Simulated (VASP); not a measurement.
## TaN: single point with PBE

The system is TaN.

```
Ta N
1.0
     4.99015    0.00000    0.00000
     0.00000    4.99015    0.00000
     0.00000    0.00000    4.44957
Ta N
4 4
Direct
  0.75217 0.75217 0.76628
  0.75217 0.24783 0.23372
  0.24783 0.75217 0.23372
  0.24783 0.24783 0.76628
  0.00000 0.00000 0.50000
  0.00000 0.50000 0.00000
  0.50000 0.00000 0.00000
  0.50000 0.50000 0.00000
```

This cell differs from its parent crystal: atoms taken out.

- Program: VASP 6.6.1
- Task: single point
- Functional: PBE
- Potentials or basis: VASP PAW PBE potentials, release 64 (Ta_pv, N)
- Cutoff: 520 eV
- k mesh: 4 × 4 × 4
- Occupations: gaussian, width 0.1 eV
- Spin: collinear spin
- Starting moments: [1.0, 1.0, 1.0, 1.0, 0.0, 0.0, 0.0, 0.0] μB

| Item | Value |
| --- | --- |
| Pressure | 0.3 GPa |
| Largest force | 0.038 eV/Å |
| Band gap on the k mesh | zero (filled and empty bands overlap) |
| Net moment | 0.00 μB per cell |
| Valence electrons inside the program's atomic spheres | Ta 8.79; N 3.77, 3.83, 3.86 (each value once) |

Forces on the atoms (eV/Å):
```
Ta   0.007  0.007 -0.037
Ta   0.007 -0.007  0.037
Ta  -0.007  0.007  0.037
Ta  -0.007 -0.007 -0.037
N    0.000  0.000  0.000
N    0.000  0.000  0.000
N    0.000  0.000  0.000
N    0.000  0.000  0.000
```

Stress tensor (GPa, compression positive):
```
0.45 0.00 0.00
0.00 0.45 0.00
0.00 0.00 0.06
```

Levels at points of the mesh, in eV from the Fermi level:
Spin up:
```
           k point  band 28  band 29  band 30  band 31  band 32  band 33  band 34  band 35  band 36  band 37
(0.00, 0.00, 0.00)    -2.62    -2.62    -1.82    -1.06    -0.44    -0.44     0.02     1.07     1.44     2.10
(0.50, 0.00, 0.00)    -2.70    -2.23    -2.01    -1.13    -0.63    -0.15     0.41     1.12     1.47     1.74
(0.50, 0.50, 0.00)    -4.34    -2.17    -1.55    -1.55    -1.05     0.15     0.58     0.75     0.86     1.04
(0.00, 0.00, 0.50)    -2.71    -1.73    -1.45    -1.37     0.42     0.63     0.81     0.81     0.95     1.23
(0.50, 0.00, 0.50)    -2.63    -1.29    -1.23    -0.35     0.04     0.28     0.92     1.10     1.10     1.61
(0.50, 0.50, 0.50)    -3.44    -1.29    -0.87    -0.87     0.34     1.08     1.08     1.39     1.68     1.68
```
Spin down:
```tsv
k point	band 30	band 31	band 32	band 33	band 34	band 35
(0.00, 0.00, 0.00)	-1.82	-1.06	-0.44	-0.44	0.02	1.07
(0.50, 0.00, 0.00)	-2.01	-1.13	-0.63	-0.15	0.41	1.12
(0.50, 0.50, 0.00)	-1.55	-1.55	-1.05	0.15	0.58	0.75
(0.00, 0.00, 0.50)	-1.45	-1.37	0.42	0.63	0.81	0.81
(0.50, 0.00, 0.50)	-1.23	-0.35	0.04	0.28	0.92	1.10
(0.50, 0.50, 0.50)	-0.87	-0.87	0.34	1.08	1.08	1.39
```

Wall time 4.9 min on 1 thread of Intel Xeon 8259CL, on a shared host, peak memory 0.34 GiB.

Caveat: the cell differs from its parent crystal (atoms taken out); spin-orbit coupling is left out, which moves the levels of the heavy elements.
